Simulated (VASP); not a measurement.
Write the native input for VASP 6.6.1 that does the following.

* Task: single point
* Functional: PBE
* Dispersion: D3(BJ)
* Potentials or basis: VASP PAW PBE potentials, release 64 (Sn_d, O)
* Cutoff: 520 eV
* k mesh: 9 × 9 × 2
* Occupations: gaussian, width 0.05 eV
* Spin: no spin polarisation
* Dipole correction: no
* Further INCAR settings: ALGO = Normal; EDIFF = 1e-06; NBANDS = 49

The structure of SnO2 lies in POSCAR:

```
SnO2
1.0
   -3.2372529198      0.0000000000      0.0000000000
   -1.6186264599     -2.8035432670      0.0000000000
   -2.4279396898     -1.4017716336     12.8754773976
Sn O
3 6
Direct
    0.4166750000      0.4166750000      0.4999833333
    0.9166750000     -0.0833250000      0.1666500000
   -0.0833250000     -0.0833250000      0.8333166667
    0.5448749907      0.5448749907      0.2435833518
    0.5448749908     -0.4551250092      0.9102500185
    0.0448749907      0.0448749907      0.5769166852
    0.2884750092      0.2884750092      0.7563833148
    0.7884750092     -0.2115249908      0.4230499815
    0.2884750093      0.2884750092      0.0897166482
```

One way to write it, as run:

INCAR

```
PREC = Accurate ; ENCUT = 520
EDIFF = 1E-6 ; ISMEAR = 0
SIGMA = 0.05 ; LREAL = F
LASPH = T ; NELM = 100
ALGO = Normal ; ISIF = 2
LWAVE = F ; LCHARG = F
GGA = PE ; IVDW = 12
NBANDS = 49
```

KPOINTS

```
Automatic mesh
0
Gamma
  9 9 2
```

Potentials or basis: VASP PAW PBE potentials, release 64 (Sn_d, O).

Run with:

```bash
$ cat potpaw_PBE.64/Sn_d/POTCAR potpaw_PBE.64/O/POTCAR > POTCAR
$ mpirun -np 1 vasp_std > vasp.out
```

It gave:

```
Pressure                   : 1.4 GPa
Largest force              : 0.493 eV/Å
Band gap on the k mesh     : 1.40 eV, indirect (least direct gap 1.42 eV)
Dispersion energy per atom : -0.201 eV
```

Caveat: spin-orbit coupling is left out, which moves the levels of the heavy elements.

Run time: 6.1 min on 1 thread of Oxide Virtual Turin-like Processor, with other jobs on the host, peak memory 0.33 GiB.
